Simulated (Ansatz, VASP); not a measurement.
## Two plane-wave programs on SbMo2

```
Sb Mo
1.0
     4.81566    0.00000    0.00000
    -2.40783    4.17049    0.00000
     0.00000    0.00000    2.95200
Sb Mo
1 2
Direct
  0.00000 0.00000 0.00000
  0.33333 0.66667 0.50000
  0.66667 0.33333 0.50000
```

Alike in both runs: task single point; functional PBE; k mesh 6 × 6 × 6; occupations gaussian, width 0.1 eV; no spin polarisation.

|  | VASP | Ansatz |
| --- | --- | --- |
| version | VASP 6.6.1 | Ansatz 0.2.0 |
| potentials or method | VASP PAW PBE potentials, release 64 (Sb, Mo_sv), cutoff 520 eV | scalar-relativistic, plane waves, PAW |
| valence electrons in the cell | 33 | 43 |

VASP gave:

```
gap on the k mesh at the Fermi level (eV)                     : none
pressure (GPa)                                                : -11.0
traceless stress, the component that is largest in VASP (GPa) : 8.04
```

**Question.** Estimate Ansatz's values.

**Answer.** gap on the k mesh at the Fermi level (eV): none; pressure (GPa): -11.1; traceless stress, the component that is largest in VASP (GPa): 8.06.

A gap of «none» marks a metal or a gap that the smearing closes. The functional is the same, so the differences come from potentials, cutoffs and numerics. VASP's potentials hold 33 valence electrons a cell and Ansatz's 43, so a difference there can come from the potentials and not from the codes.

Spin-orbit coupling is off throughout.
